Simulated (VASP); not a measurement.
Here is a VASP 6.6.1 calculation.

File INCAR:

```
SYSTEM = KNd2Sb3
  ALGO = Normal
  EDIFF = 1E-7
  EDIFFG = -0.04
  ENCUT = 500
  GGA = PE
  GGA_COMPAT = .False.
  IBRION = 2
  ISIF = 3
  ISMEAR = 0
  LASPH = .True.
  LCHARG = .False.
  LMAXMIX = 6
  LREAL = .False.
  LWAVE = .False.
  NELM = 200
  NELMIN = 4
  NSW = 90
  PREC = Accurate
  SIGMA = 0.1
```

The input KPOINTS:

```
k-points
0
Gamma
  4 4 2
  0 0 0
```

POSCAR

```
KNd2Sb3
1.0
    4.1732016134      0.0000000000      0.0000000000
    0.0000000000      4.4171710906      0.0000000000
    0.0000000000      0.0000000000     12.3599217062
K Nd Sb
1 2 3
Direct
    0.5000000000      0.5000000000      0.3187945953
    0.0000000000      0.5000000000      0.9791407962
    0.0000000000      0.0000000000      0.6580181802
    0.5000000000      0.0000000000      0.8589825401
    0.5000000000      0.0000000000      0.0915724133
    0.5000000000      0.5000000000      0.5934914450
```

Potentials or basis: VASP PAW PBE potentials, release 64 (K_sv, Nd_3, Sb), 4f in core.

The run is started by

```sh
$ cat potpaw_PBE.64/K_sv/POTCAR potpaw_PBE.64/Nd_3/POTCAR potpaw_PBE.64/Sb/POTCAR > POTCAR
$ mpirun -np 1 vasp_std > vasp.out
```

Q: Estimate the relaxed cell.

A: a = 4.268 Å, b = 4.351 Å, c = 12.232 Å, α = 90.00°, β = 90.00°, γ = 90.00°.

Q: What does it give for the band gap on the k mesh?

A: Zero (bands 23 and 24 overlap by 0.48 eV).

Forces in eV/Å, atoms in the order of the input:
```
K    0.000  0.000 -0.030
Nd   0.000  0.000  0.014
Nd   0.000  0.000 -0.011
Sb   0.000  0.000  0.035
Sb   0.000  0.000 -0.017
Sb   0.000  0.000  0.009
```

Caveat: the k points lie up to 0.37 Å⁻¹ apart in the final cell; spin-orbit coupling is left out, which moves the levels of the heavy elements; the 4f electrons are frozen in the core, so they carry no moment and show no levels. Spin polarisation is off, so any magnetic state and its effect on volume and gap are missing.
